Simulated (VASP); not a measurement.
Here is a VASP 6.6.1 calculation.

Contents of POSCAR:

```
Al
1.0
   -1.6576684805      1.6576684805      1.6576684805
    1.6576684805     -1.6576684805      1.6576684805
    1.6576684805      1.6576684805     -1.6576684805
Al
1
Direct
    0.0000000000      0.0000000000      0.0000000000
```

The input INCAR.step1:

```
SYSTEM = Al
PREC = Accurate
ENCUT = 520
EDIFF = 1E-5
ISMEAR = -1
SIGMA = 0.05
LREAL = .False.
LASPH = .True.
NELM = 60
ALGO = Normal
ISIF = 2
LWAVE = .True.
GGA = PE
NBANDS = 8
```

INCAR.step2

```
SYSTEM = Al
PREC = Accurate
ENCUT = 520
EDIFF = 1E-6
ISMEAR = -1
SIGMA = 0.05
LREAL = .False.
LASPH = .True.
NELM = 60
ALGO = Normal
ISIF = 2
LWAVE = .False.
LCHARG = .True.
GGA = PE
LHFCALC = .True.
AEXX = 1.0
ALDAC = 0.0
AGGAC = 0.0
PRECFOCK = Normal
LELF = .True.
LVHAR = .True.
ISTART = 1
NBANDS = 8
```

The input KPOINTS:

```
regular mesh
0
Gamma
  6 6 6
  0 0 0
```

Potentials or basis: VASP PAW PBE potentials, release 64 (Al).

Command:

```bash
$ cat potpaw_PBE.64/Al/POTCAR > POTCAR
$ cp INCAR.step1 INCAR
$ mpirun -np 1 vasp_std > vasp.out
$ cp INCAR.step2 INCAR
$ mpirun -np 1 vasp_std > vasp.out
```

(1) Predict the pressure.

## Answers

(1) 8.4 GPa.

Caveat: the k points lie up to 0.45 Å⁻¹ apart; the PAW data sets were made with another functional, which shifts forces and pressure a little.
